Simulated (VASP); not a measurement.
# AlFe (Pm-3m) in VASP: notebook

The runs below take AlFe through single point, with LDA.

All numbers are computed with VASP 6.6.1; they aren't measurements. Logs are shortened: lines on timing, memory, paths and dates and some standing lists are left out, and cuts for length are marked.

## 1. The cell of the first run

Symmetry: Pm-3m, No. 221, cubic system. Conventional cell: a = 2.834 Å, b = 2.834 Å, c = 2.834 Å, α = 90.00°, β = 90.00°, γ = 90.00°. Within 3.2 Å of Al (site symmetry m-3m) lie 8 Fe at 2.45 Å and 6 Al at 2.83 Å. Fe (site symmetry m-3m) has 8 Al at 2.45 Å and 6 Fe at 2.83 Å within 3.2 Å.

## 2. Single point, LDA, collinear spin, ferromagnetic start (volume scaled by 1.020)

File INCAR:

```
ALGO     = Normal         # electronic algorithm
EDIFF    = 1E-7           # SCF threshold, eV
ENCUT    = 520            # plane-wave cutoff, eV
ISIF     = 2              # what is computed and relaxed
ISMEAR   = 0              # smearing method
ISPIN    = 2              # spin polarisation
LASPH    = True           # aspherical terms in the spheres
LCHARG   = True           # write CHGCAR
LELF     = True           # ELF
LMAXMIX  = 4              # l up to which the mixer works
LORBIT   = 11             # projections on sites
LREAL    = False          # projectors in reciprocal space
LVHAR    = True         
LWAVE    = False          # write WAVECAR
MAGMOM   = 0 0.72         # initial moments
NBANDS   = 16             # bands
NELM     = 150            # most SCF steps
PREC     = Accurate       # precision mode
SIGMA    = 0.05           # smearing width, eV
```

File KPOINTS:

```
k-points
0
Gamma
  16 16 16
```

File POSCAR:

```
AlFe
1.0
    2.8343115964      0.0000000000      0.0000000000
    0.0000000000      2.8343115964      0.0000000000
    0.0000000000      0.0000000000      2.8343115964
Al Fe
1 1
Direct
    0.0000000000      0.0000000000      0.0000000000
    0.5000000000      0.5000000000      0.5000000000
```

Potentials or basis: VASP PAW LDA potentials, release 64 (Al, Fe).

On the command line:

```bash
cat potpaw_LDA.64/Al/POTCAR potpaw_LDA.64/Fe/POTCAR > POTCAR
mpirun -np 1 vasp_std > vasp.out
```

OUTCAR:

```text
EDIFF = 1E-7
   ENCUT = 520
   ISIF = 2
   ISMEAR = 0
   ISPIN = 2
   LASPH = True
   LORBIT = 11
   LREAL = False
   NELM = 150
   PREC = Accurate

 ion  position               nearest neighbor table
   1  0.000  0.000  0.000-   2 2.45   2 2.45   2 2.45   2 2.45   2 2.45   2 2.45   2 2.45   2 2.45

   2  0.500  0.500  0.500-   1 2.45   1 2.45   1 2.45   1 2.45   1 2.45   1 2.45   1 2.45   1 2.45

  LATTYP: Found a simple cubic cell.
 ALAT       =     2.8343115964

  Lattice vectors:

 A1 = (   2.8343115964,   0.0000000000,   0.0000000000)
 A2 = (   0.0000000000,   2.8343115964,   0.0000000000)
 A3 = (   0.0000000000,   0.0000000000,   2.8343115964)

Analysis of symmetry for initial positions (statically):
=====================================================================
 Subroutine PRICEL returns:
 Original cell was already a primitive cell.

 Routine SETGRP: Setting up the symmetry group for a
 simple cubic supercell.

 Subroutine GETGRP returns: Found 48 space group operations
 (whereof 48 operations were pure point group operations)
 out of a pool of 48 trial point group operations.

The static configuration has the point symmetry O_h .

Analysis of symmetry for dynamics (positions and initial velocities):
=====================================================================
 Subroutine PRICEL returns:
 Original cell was already a primitive cell.

 Routine SETGRP: Setting up the symmetry group for a
 simple cubic supercell.

 Subroutine GETGRP returns: Found 48 space group operations
 (whereof 48 operations were pure point group operations)
 out of a pool of 48 trial point group operations.

The dynamic configuration has the point symmetry O_h .

Analysis of structural, dynamic, and magnetic symmetry:
=====================================================================
 Subroutine PRICEL returns:
 Original cell was already a primitive cell.

 Routine SETGRP: Setting up the symmetry group for a
 simple cubic supercell.

 Subroutine GETGRP returns: Found 48 space group operations
 (whereof 48 operations were pure point group operations)
 out of a pool of 48 trial point group operations.

The overall configuration has the point symmetry O_h .

 Subroutine INISYM returns: Found 48 space group operations
 (whereof 48 operations are pure point group operations),
 and found     1 'primitive' translations

----------------------------------------------------------------------------------------

                                     Primitive cell

  volume of cell :      22.7689

  direct lattice vectors                    reciprocal lattice vectors
     2.834311596  0.000000000  0.000000000     0.352819359  0.000000000  0.000000000
     0.000000000  2.834311596  0.000000000     0.000000000  0.352819359  0.000000000
     0.000000000  0.000000000  2.834311596     0.000000000  0.000000000  0.352819359

  length of vectors
     2.834311596  2.834311596  2.834311596     0.352819359  0.352819359  0.352819359

  position of ions in fractional coordinates (direct lattice)
     0.000000000  0.000000000  0.000000000
     0.500000000  0.500000000  0.500000000

  ion indices of the primitive-cell ions
   primitive index   ion index
                 1           1
                 2           2

----------------------------------------------------------------------------------------

 KPOINTS: k-points

Automatic generation of k-mesh.
 Grid dimensions read from file:
 generate k-points for:   16   16   16

 Generating k-lattice:

  Cartesian coordinates                     Fractional coordinates (reciprocal lattice)
     0.022051210  0.000000000  0.000000000     0.062500000  0.000000000  0.000000000
     0.000000000  0.022051210  0.000000000     0.000000000  0.062500000  0.000000000
     0.000000000  0.000000000  0.022051210     0.000000000  0.000000000  0.062500000

  Length of vectors
     0.022051210  0.022051210  0.022051210

  Shift w.r.t. Gamma in fractional coordinates (k-lattice)
     0.000000000  0.000000000  0.000000000

 Subroutine IBZKPT returns following result:
 ===========================================

 Found    165 irreducible k-points:

 Following reciprocal coordinates:
            Coordinates               Weight
  0.000000  0.000000  0.000000      1.000000
  0.062500  0.000000  0.000000      6.000000
  0.125000  0.000000  0.000000      6.000000
  0.187500  0.000000  0.000000      6.000000
  0.250000  0.000000  0.000000      6.000000
  0.312500  0.000000  0.000000      6.000000
[... 16 lines left out ...]
  0.437500  0.125000  0.000000     24.000000
  0.500000  0.125000  0.000000     12.000000
 [... further k-points ...]
   k-points           NKPTS =    165   k-points in BZ     NKDIM =    165   number of bands    NBANDS=     16
   number of dos      NEDOS =    301   number of ions     NIONS =      2
   total plane-waves  NPLWV =  13824
   dimension x,y,z NGX =    24 NGY =   24 NGZ =   24
   dimension x,y,z NGXF=    48 NGYF=   48 NGZF=   48
   ions per type =               1   1
   NGX,Y,Z   is equivalent  to a cutoff of  14.08, 14.08, 14.08 a.u.
   NGXF,Y,Z  is equivalent  to a cutoff of  28.15, 28.15, 28.15 a.u.
 SYSTEM =  unknown system
   PREC   = accura    normal or accurate (medium, high low for compatibility)
   ISTART =      0    job   : 0-new  1-cont  2-samecut
   ICHARG =      2    charge: 1-file 2-atom 10-const
   ISPIN  =      2    spin polarized calculation?
   LNONCOLLINEAR =      F non collinear calculations
   LSORBIT =      F    spin-orbit coupling
   LASPH  =      T    aspherical Exc in radial PAW
   ENCUT  =  520.0 eV  38.22 Ry    6.18 a.u.   5.27  5.27  5.27*2*pi/ulx,y,z
   NELM   =    150;   NELMIN=  2; NELMDL= -5     # of ELM steps
   EDIFF  = 0.1E-06   stopping-criterion for ELM
   LREAL  =      F    real-space projection
   EDIFFG = 0.1E-05   stopping-criterion for IOM
   NSW    =      0    number of steps for IOM
   IBRION =     -1    ionic relax: 0-MD 1-quasi-New 2-CG
   NFREE  =      0    steps in history (QN), initial steepest desc. (CG)
   ISIF   =      2    stress and relaxation
   ISYM   =      2    0-nonsym 1-usesym 2-fastsym
   POTIM  = 0.5000    time-step for ionic-motion
   TEBEG  =    0.0;   TEEND  =   0.0 temperature during run
   PSTRESS=    0.0 pullay stress
   NELECT =      11.0000    total number of electrons
   NUPDOWN=      -1.0000    fix difference up-down
   EMIN   =  10.00;   EMAX   =-10.00  energy-range for DOS
   EFERMI =   0.00;   METHOD = LEGACY
   ISMEAR =     0;   SIGMA  =   0.05  broadening in eV -4-tet -1-fermi 0-gaus
   EFERMI_NEDOS =   21; number of points for ismear=-14 and -15
   IALGO  =     38    algorithm
   IMIX   =      4    mixing-type and parameters
     AMIX     =   0.40;   BMIX     =  1.00
     AMIX_MAG =   1.60;   BMIX_MAG =  1.00
  volume/ion in A,a.u.               =      11.38        76.83
  Fermi-wavevector in a.u.,A,eV,Ry     =   1.284571  2.427487 22.451284  1.650123
  Thomas-Fermi vector in A             =   2.416757
   LORBIT       =     11    0 simple, 1 ext, 2 COOP (PROOUT), +10 PAW based schemes
   GGA     = CA    functional components
   LHFCALC =     F    Hartree Fock is set to
   AEXX    =    0.0000 exact exchange contribution
   IVDW    =     0    specifies the selected vdW correction
   LEPSILON=     F    determine dielectric tensor
   LRPA    =     F    only Hartree local field effects (RPA)
 spin polarized calculation
 Gauss-broadening in eV      SIGMA  =   0.05
  energy-cutoff  :      520.00
  volume of cell :       22.77
 maximum number of plane-waves:       627
 NGX is ok and might be reduce to    24
   NGX = 11   NGY = 11   NGZ = 11

 number of electron      11.0000006 magnetization       0.6433048

 Free energy of the ion-electron system (eV)
  ---------------------------------------------------
  ext. energy  EPLUGINS =         0.00000000
  ---------------------------------------------------
  free energy    TOTEN  =       -14.31864372 eV

  energy without entropy =      -14.31564925  energy(sigma->0) =      -14.31714648

 E-fermi :   8.2076     XC(G=0): -12.5758

 val. band max:        8.2067621100   @ k =   0.1250   0.1250   0.0625
 cond. band min:       8.2086605028   @ k =   0.4375   0.4375   0.1250
 fundamental gap:      0.0018983928
 Fermi energy:         8.2076128542

 spin component 1

 k-point     1 :       0.0000    0.0000    0.0000
  band No.  band energies     occupation
      1      -2.3567      1.00000
      2       5.5764      1.00000
      3       5.5764      1.00000
      4       8.0061      1.00000
      5       8.0061      1.00000
      6       8.0061      1.00000
[... 8 lines left out ...]
     15      30.4449      0.00000
     16      32.4719      0.00000

 k-point     2 :       0.0625    0.0000    0.0000
  band No.  band energies     occupation
      1      -2.2812      1.00000
      2       5.5730      1.00000
      3       5.5993      1.00000
      4       7.9584      1.00000
      5       7.9584      1.00000
      6       8.0111      1.00000
[... 8 lines left out ...]
     15      30.4364      0.00000
     16      31.5133      0.00000

 k-point     3 :       0.1250    0.0000    0.0000
  band No.  band energies     occupation
      1      -2.0556      1.00000
      2       5.5462      1.00000
      3       5.6654      1.00000
      4       7.8277      1.00000
      5       7.8277      1.00000
      6       8.0255      1.00000
[... 8 lines left out ...]
     15      30.0640      0.00000
     16      30.4119      0.00000
[... 362 lines left out ...]
 k-point    23 :       0.4375    0.1250    0.0000
  band No.  band energies     occupation
      1       1.3311      1.00000
      2       3.1961      1.00000
      3       6.2775      1.00000
      4       6.9056      1.00000
      5       7.0524      1.00000
      6       7.9834      1.00000
[... 8 lines left out ...]
     15      28.4867      0.00000
     16      29.0298      0.00000

 k-point    24 :       0.5000    0.1250    0.0000
  band No.  band energies     occupation
      1       2.1176      1.00000
      2       2.3872      1.00000
      3       6.3196      1.00000
      4       6.8723      1.00000
      5       7.0205      1.00000
      6       7.9892      1.00000
[... 8 lines left out ...]
     15      28.1847      0.00000
     16      29.0717      0.00000

 [... further k-points ...]

 spin component 2

 k-point     1 :       0.0000    0.0000    0.0000
  band No.  band energies     occupation
      1      -2.3097      1.00000
      2       5.9329      1.00000
      3       5.9329      1.00000
      4       8.6380      0.00000
      5       8.6380      0.00000
      6       8.6380      0.00000
[... 8 lines left out ...]
     15      30.5172      0.00000
     16      32.5074      0.00000

 k-point     2 :       0.0625    0.0000    0.0000
  band No.  band energies     occupation
      1      -2.2341      1.00000
      2       5.9243      1.00000
      3       5.9574      1.00000
      4       8.5849      0.00000
      5       8.5849      0.00000
      6       8.6434      0.00000
[... 8 lines left out ...]
     15      30.5066      0.00000
     16      31.5736      0.00000

 k-point     3 :       0.1250    0.0000    0.0000
  band No.  band energies     occupation
      1      -2.0086      1.00000
      2       5.8798      1.00000
      3       6.0283      1.00000
      4       8.4405      0.00000
      5       8.4405      0.00000
      6       8.6589      0.00000
[... 8 lines left out ...]
     15      30.1488      0.00000
     16      30.4760      0.00000
[... 362 lines left out ...]
 k-point    23 :       0.4375    0.1250    0.0000
  band No.  band energies     occupation
      1       1.3854      1.00000
      2       3.2922      1.00000
      3       6.6817      1.00000
      4       7.4090      1.00000
      5       7.6069      1.00000
      6       8.6127      0.00000
[... 8 lines left out ...]
     15      28.5909      0.00000
     16      29.0652      0.00000

 k-point    24 :       0.5000    0.1250    0.0000
  band No.  band energies     occupation
      1       2.1551      1.00000
      2       2.4906      1.00000
      3       6.7280      1.00000
      4       7.3720      1.00000
      5       7.5732      1.00000
      6       8.6190      0.00000
[... 8 lines left out ...]
     15      28.2980      0.00000
     16      29.1041      0.00000

 [... further k-points ...]

------------------------ aborting loop because EDIFF is reached ----------------------------------------

  FORCE on cell =-STRESS in cart. coord.  units (eV):
  Direction    XX          YY          ZZ          XY          YZ          ZX
  --------------------------------------------------------------------------------------
  -------------------------------------------------------------------------------------
  Total       -0.4979788     -0.4979788     -0.4979788     -0.0000000     -0.0000000      0.0000000
  in kB      -35.0411738    -35.0411738    -35.0411738     -0.0000000     -0.0000000      0.0000000
  external PRESSURE =     -35.0411738 kB  Pullay stress =       0.0000000 kB

 VOLUME and BASIS-vectors are now :
 -----------------------------------------------------------------------------
  energy-cutoff  :      520.00
  volume of cell :       22.77
      direct lattice vectors                 reciprocal lattice vectors
     2.834311596  0.000000000  0.000000000     0.352819359  0.000000000  0.000000000
     0.000000000  2.834311596  0.000000000     0.000000000  0.352819359  0.000000000
     0.000000000  0.000000000  2.834311596     0.000000000  0.000000000  0.352819359

 POSITION                                       TOTAL-FORCE (eV/Angst)
 -----------------------------------------------------------------------------------
      0.00000      0.00000      0.00000         0.000000      0.000000      0.000000
      1.41716      1.41716      1.41716         0.000000      0.000000      0.000000
 -----------------------------------------------------------------------------------
    total drift:                                0.000000     -0.000000     -0.000000

  FREE ENERGIE OF THE ION-ELECTRON SYSTEM (eV)
  ---------------------------------------------------
  free  energy   TOTEN  =       -14.3186437227 eV

  energy  without entropy=      -14.3156492471  energy(sigma->0) =      -14.31714648

 total charge

# of ion       s       p       d       tot
------------------------------------------
    1        0.411   0.461   0.000   0.872
    2        0.450   0.528   6.556   7.535
--------------------------------------------------
tot          0.861   0.989   6.556   8.407

 magnetization (x)

# of ion       s       p       d       tot
------------------------------------------
    1       -0.006  -0.011   0.000  -0.017
    2       -0.001   0.008   0.652   0.660
--------------------------------------------------
tot         -0.006  -0.003   0.652   0.643
```

It took 70 s on 1 thread of AMD EPYC 9R45 (Zen 5), shared host; peak memory 0.18 GiB.

What came out:

* Free energy: -14.3186 eV
* Pressure: -3.5 GPa
* Net moment: 0.64 μB per cell
* Site moments: Al -0.02; Fe +0.66 μB
* Valence electrons inside the program's atomic spheres: Al 0.87; Fe 7.54

## 3. Single point, LDA, collinear spin, ferromagnetic start (volume scaled by 1.040)

File INCAR:

```
SYSTEM = AlFe
  PREC = Accurate
  ENCUT = 520
  EDIFF = 1E-7
  ISMEAR = 0
  SIGMA = 0.05
  LREAL = .FALSE.
  LASPH = .TRUE.
  NELM = 150
  ALGO = Normal
  ISIF = 2
  LWAVE = .FALSE.
  LCHARG = .FALSE.
  ISPIN = 2
  MAGMOM = 0 0.73
  LORBIT = 11
  LMAXMIX = 4
  GGA = CA
  NBANDS = 16
```

File KPOINTS:

```
regular mesh
0
G
  16 16 16
  0 0 0
```

File POSCAR:

```
AlFe
1.0
    2.8527167328      0.0000000000      0.0000000000
    0.0000000000      2.8527167328      0.0000000000
    0.0000000000      0.0000000000      2.8527167328
Al Fe
1 1
Direct
    0.0000000000      0.0000000000      0.0000000000
    0.5000000000      0.5000000000      0.5000000000
```

Potentials or basis: VASP PAW LDA potentials, release 64 (Al, Fe).

On the command line:

```bash
cat potpaw_LDA.64/Al/POTCAR potpaw_LDA.64/Fe/POTCAR > POTCAR
mpirun -np 1 vasp_std > vasp.out
```

Wall time 64 s (1 thread of AMD EPYC 9R45 (Zen 5), shared host); peak memory 0.18 GiB.

The run converged. Its results:

```
Free energy                                           : -14.3039 eV
Pressure                                              : -7.0 GPa
Net moment                                            : 0.65 μB per cell
Site moments                                          : Al -0.02; Fe +0.67 μB
Valence electrons inside the program's atomic spheres : Al 0.86; Fe 7.49
```

Levels at points of the mesh, in eV from the Fermi level:
Spin up:
```
           k point  band 2  band 3  band 4  band 5  band 6  band 7  band 8  band 9  band 10  band 11
(0.00, 0.00, 0.00)   -2.57   -2.57   -0.22   -0.22   -0.22    6.49    6.49    6.49     9.52     9.52
(0.50, 0.00, 0.00)   -6.05   -1.93   -1.21   -1.21   -0.09    0.96    8.84   11.21    11.21    12.19
(0.50, 0.50, 0.00)   -2.58   -2.06   -2.06   -0.97   -0.97    0.49    3.38    4.32    12.98    16.35
(0.50, 0.50, 0.50)   -3.60   -3.60    0.53    0.53    3.06    3.06    3.06    4.41     6.20     6.20
```
Spin down:
| k point | band 1 | band 2 | band 3 | band 4 | band 5 | band 6 | band 7 | band 8 | band 9 | band 10 |
| --- | --- | --- | --- | --- | --- | --- | --- | --- | --- | --- |
| (0.00, 0.00, 0.00) | -10.42 | -2.21 | -2.21 | 0.42 | 0.42 | 0.42 | 6.54 | 6.54 | 6.54 | 9.66 |
| (0.50, 0.00, 0.00) | -6.18 | -5.95 | -1.51 | -0.66 | -0.66 | 0.56 | 1.44 | 8.82 | 11.30 | 11.30 |
| (0.50, 0.50, 0.00) | -4.73 | -2.27 | -2.02 | -2.02 | -0.39 | -0.39 | 1.01 | 3.69 | 4.76 | 12.97 |
| (0.50, 0.50, 0.50) | -3.27 | -3.27 | -3.27 | 1.05 | 1.05 | 3.15 | 3.15 | 3.15 | 4.39 | 6.55 |
